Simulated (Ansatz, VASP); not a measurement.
Al3GaN4 in VASP and in Ansatz

The input INCAR:

```
PREC = Accurate
ENCUT = 600
EDIFF = 1E-7
ISMEAR = 0
SIGMA = 0.02
LREAL = Auto
LASPH = T
NELM = 100
ALGO = Normal
ISIF = 3
LWAVE = F
LCHARG = F
GGA = PS
IBRION = 2
NSW = 100
EDIFFG = -0.005
```

The input KPOINTS:

```
Automatic mesh
0
Gamma
  6 4 4
```

Contents of POSCAR:

```
Al3GaN4
1.0
    0.0000000000      0.0000000000     -5.0387920156
    3.1311047859      5.4232325730      0.0000000000
    3.1288814628     -5.4219489368      0.0000000000
Ga Al N
2 6 8
Direct
   -0.0005939170      0.1656717379      0.3313434759
    0.4994060830      0.3343282621      0.6686565241
    0.0003644813      0.1651688436      0.8337475661
    0.0007620835      0.6669046392      0.3338092785
    0.0003644813      0.6685787224      0.8337475661
    0.5003644813      0.3348311564      0.1662524339
    0.5007620835      0.8330953608      0.6661907215
    0.5003644813      0.8314212776      0.1662524339
    0.6116783801      0.1633606971      0.3267213943
    0.6230508722      0.1627027761      0.8368020848
    0.6213227464      0.6668842144      0.3337684288
    0.6230508722      0.6740993087      0.8368020848
    0.1116783801      0.3366393029      0.6732786057
    0.1230508722      0.3372972239      0.1631979152
    0.1213227464      0.8331157856      0.6662315712
    0.1230508722      0.8259006913      0.1631979152
```

Input for Ansatz:

```yaml
crystal:
  lattice:
    - [0.0, 0.0, -5.0387920156]
    - [3.1311047859, 5.423232573, 0.0]
    - [3.1288814628, -5.4219489368, 0.0]
  atoms:
    - { symbol: Ga, position: [-0.000593917, 0.1656717379, 0.3313434759] }
    - { symbol: Al, position: [0.0003644813, 0.1651688436, 0.8337475661] }
    - { symbol: Al, position: [0.0007620835, 0.6669046392, 0.3338092785] }
    - { symbol: Al, position: [0.0003644813, 0.6685787224, 0.8337475661] }
    - { symbol: Ga, position: [0.499406083, 0.3343282621, 0.6686565241] }
    - { symbol: Al, position: [0.5003644813, 0.3348311564, 0.1662524339] }
    - { symbol: Al, position: [0.5007620835, 0.8330953608, 0.6661907215] }
    - { symbol: Al, position: [0.5003644813, 0.8314212776, 0.1662524339] }
    - { symbol: "N", position: [0.6116783801, 0.1633606971, 0.3267213943] }
    - { symbol: "N", position: [0.6230508722, 0.1627027761, 0.8368020848] }
    - { symbol: "N", position: [0.6213227464, 0.6668842144, 0.3337684288] }
    - { symbol: "N", position: [0.6230508722, 0.6740993087, 0.8368020848] }
    - { symbol: "N", position: [0.1116783801, 0.3366393029, 0.6732786057] }
    - { symbol: "N", position: [0.1230508722, 0.3372972239, 0.1631979152] }
    - { symbol: "N", position: [0.1213227464, 0.8331157856, 0.6662315712] }
    - { symbol: "N", position: [0.1230508722, 0.8259006913, 0.1631979152] }
basis:
  ecutwfc: 420
kpoints:
  mp_grid: { grid: [6, 4, 4] }
hamiltonian:
  xc: pbesol
scf:
  occupations: { method: gaussian, width: 0.02 }
output:
  forces: true
  stress: true
  eigenvalues: true
  write_density: true
  write_potential: true
  elf: true
  volumetric_format: npy
relax:
  adjacent_minimum: "off"
  f_tol: 0.005
  max_steps: 80
  cell: { stress_tol: 0.05 }
```

Alike in both runs: task relaxation of cell and atoms; functional PBEsol; k mesh 6 × 4 × 4; occupations gaussian, width 0.02 eV; no spin polarisation.

|  | VASP | Ansatz |
| --- | --- | --- |
| version | VASP 6.6.1 | Ansatz 0.2.0 |
| potentials or method | VASP PAW PBE potentials, release 64 (Ga_d, Al, N), cutoff 600 eV | scalar-relativistic, plane waves, PAW |
| valence electrons in the cell | 84 | 84 |

Ansatz gave:

| Quantity | Value |
| --- | --- |
| gap on the k mesh at the Fermi level, each at its own relaxed structure (eV) | 3.49 |
| relaxed volume (Å³/atom) | 10.69 |
| relaxed cell length with the largest relative difference (Å) | 6.258 |

Q: Estimate VASP's values.

A: gap on the k mesh at the Fermi level, each at its own relaxed structure (eV): 3.52; relaxed volume (Å³/atom): 10.68; relaxed cell length with the largest relative difference (Å): 6.255.

VASP's potentials were made for PBE, not for PBEsol.
